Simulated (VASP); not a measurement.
Set up this calculation in VASP 6.6.1, as the native input.

```
Task                   : single point
Functional             : PBEsol
Dispersion             : D3(BJ)
Potentials or basis    : VASP PAW PBE potentials, release 64 (Al, O)
Cutoff                 : 520 eV
k mesh                 : 12 × 12 × 4
Occupations            : gaussian, width 0.01 eV
Spin                   : no spin polarisation
Dipole correction      : no
Further INCAR settings : ALGO = Normal; EDIFF = 1e-06; NBANDS = 20
```

The structure of Al2O3 lies in POSCAR:

```
Al2O3
1.0
    2.9757540243      0.0000000000      0.0000000000
   -1.4878770121      2.5770785804      0.0000000000
    0.0000000000      0.0000000000      7.3177676632
Al O
2 3
Direct
    0.0000000000      0.0000000000      0.2720392386
    0.0000000000      0.0000000000      0.7279607614
    0.3333333333      0.6666666667      0.1906872812
    0.6666666667      0.3333333333      0.8093127188
    0.0000000000      0.0000000000      0.5000000000
```

These files were run (other wordings do the same):

INCAR

```
SYSTEM = Al2O3
  PREC = Accurate
  ENCUT = 520
  EDIFF = 1E-6
  ISMEAR = 0
  SIGMA = 0.01
  LREAL = .FALSE.
  LASPH = .TRUE.
  NELM = 100
  ALGO = Normal
  ISIF = 2
  LWAVE = .FALSE.
  LCHARG = .TRUE.
  GGA = PS
  IVDW = 12
  LELF = .TRUE.
  LVHAR = .TRUE.
  NBANDS = 20
```

KPOINTS

```
regular mesh
0
G
  12 12 4
  0 0 0
```

Potentials or basis: VASP PAW PBE potentials, release 64 (Al, O).

Run with:

```console
$ cat potpaw_PBE.64/Al/POTCAR potpaw_PBE.64/O/POTCAR > POTCAR
$ mpirun -np 1 vasp_std > vasp.out
```

It gave:

* Pressure: 0.3 GPa
* Largest force: 0.096 eV/Å
* Band gap on the k mesh: 2.41 eV
* Dispersion energy per atom: -0.147 eV

Caveat: the PAW data sets were made with another functional, which shifts forces and pressure a little.

It took 88 s on 1 thread of Intel Xeon 8259CL, on a shared host, peak memory 0.23 GiB.
